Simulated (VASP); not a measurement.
Here is a VASP 6.6.1 calculation.

File INCAR:

```
  PREC = Accurate
  ENCUT = 600
  EDIFF = 1E-6
  ISMEAR = -1
  SIGMA = 0.05
  LREAL = F
  LASPH = T
  NELM = 80
  ALGO = Normal
  ISIF = 3
  LWAVE = F
  LCHARG = F
  GGA = PS
  IBRION = 2
  NSW = 60
  EDIFFG = -0.01
  PSTRESS = 20.0
```

The input KPOINTS:

```
Automatic mesh
0
Gamma
  11 11 10
```

POSCAR

```
Ge
1.0
    1.3971490000     -2.6005160000      0.0000000000
    1.3971490000      2.6005160000      0.0000000000
    0.0000000000      0.0000000000      2.6982310000
Ge
1
Direct
    0.5000000000      0.5000000000      0.0000000000
```

Potentials or basis: VASP PAW PBE potentials, release 64 (Ge_d).

Run with:

```bash
$ cat potpaw_PBE.64/Ge_d/POTCAR > POTCAR
$ mpirun -np 1 vasp_std > vasp.out
```

Task: What does it give for the relaxed volume?

Result: 17.96 Å³/atom.

Task: What does it give for the relaxed cell?

Result: a = 2.810 Å, b = 2.810 Å, c = 2.648 Å, α = 90.00°, β = 90.00°, γ = 120.84°.

Task: What does it give for the band gap on the k mesh?

Result: Zero (band 7 reaches 13.96 eV, above the bottom of band 8 at 4.47 eV).

Task: What does it give for the space group after relaxing (to 0.05 Å)?

Result: Cmmm (No. 65).

Final structure:
```cif
data_structure
_symmetry_space_group_name_H-M 'P 1'
_symmetry_Int_Tables_number 1
_cell_length_a 2.8101
_cell_length_b 2.8101
_cell_length_c 2.6485
_cell_angle_alpha 90.000
_cell_angle_beta 90.000
_cell_angle_gamma 120.840
_cell_volume 17.96
loop_
_atom_site_label
_atom_site_type_symbol
_atom_site_fract_x
_atom_site_fract_y
_atom_site_fract_z
_atom_site_occupancy
Ge1 Ge 0.50000 0.50000 0.00000 1
```

Caveat: the cell is relaxed towards a set pressure, so the enthalpy falls and the energy may rise; the PAW data sets were made with another functional, which shifts forces and pressure a little.
